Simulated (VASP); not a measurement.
Wanted: the native input for a VASP 6.6.1 run.

```
Task                   : single point
Functional             : PBEsol
Potentials or basis    : VASP PAW PBE potentials, release 64 (Ta_pv, N)
Cutoff                 : 520 eV
k mesh                 : 12 × 7 × 8
Occupations            : gaussian, width 0.1 eV
Spin                   : no spin polarisation
Dipole correction      : no
Further INCAR settings : ALGO = Fast; EDIFF = 1e-06; NBANDS = 33; ISYM = 0
```

The structure of TaN lies in POSCAR:

```
TaN
1.0
    2.9035873913      0.0000000000      0.0000000000
    0.0000000000      5.2050894136      0.0000000000
    0.0000000000     -2.6025447068      4.5077396612
Ta N
3 3
Direct
    0.0000000000      0.0000000000      0.0000000000
    0.5000000000      0.6666666667      0.3333333333
    0.5000000000      0.3333333333      0.6666666667
    0.0000000000      0.0000000000      0.5000000000
    0.0000000000      0.5000000000      0.5000000000
    0.0000000000      0.5000000000      0.0000000000
```

These files were run (other wordings do the same):

INCAR

```
SYSTEM = TaN
PREC = Accurate
ENCUT = 520
EDIFF = 1E-6
ISMEAR = 0
SIGMA = 0.1
LREAL = .FALSE.
LASPH = .TRUE.
NELM = 80
ALGO = Fast
ISIF = 2
LWAVE = .FALSE.
LCHARG = .FALSE.
GGA = PS
NBANDS = 33
ISYM = 0
```

KPOINTS

```
regular mesh
0
G
  12 7 8
  0 0 0
```

Potentials or basis: VASP PAW PBE potentials, release 64 (Ta_pv, N).

The run is started by

```sh
$ cat potpaw_PBE.64/Ta_pv/POTCAR potpaw_PBE.64/N/POTCAR > POTCAR
$ mpirun -np 1 vasp_std > vasp.out
```

It gave:

```
Pressure               : 0.9 GPa
Largest force          : 0.019 eV/Å
Band gap on the k mesh : zero (bands 24 and 25 overlap by 2.24 eV)
```

Caveat: the PAW data sets were made with another functional, which shifts forces and pressure a little; spin-orbit coupling is left out, which moves the levels of the heavy elements.

Run time: 20 min on 1 thread of Oxide Virtual Turin-like Processor, with other jobs on the host, peak memory 0.61 GiB.
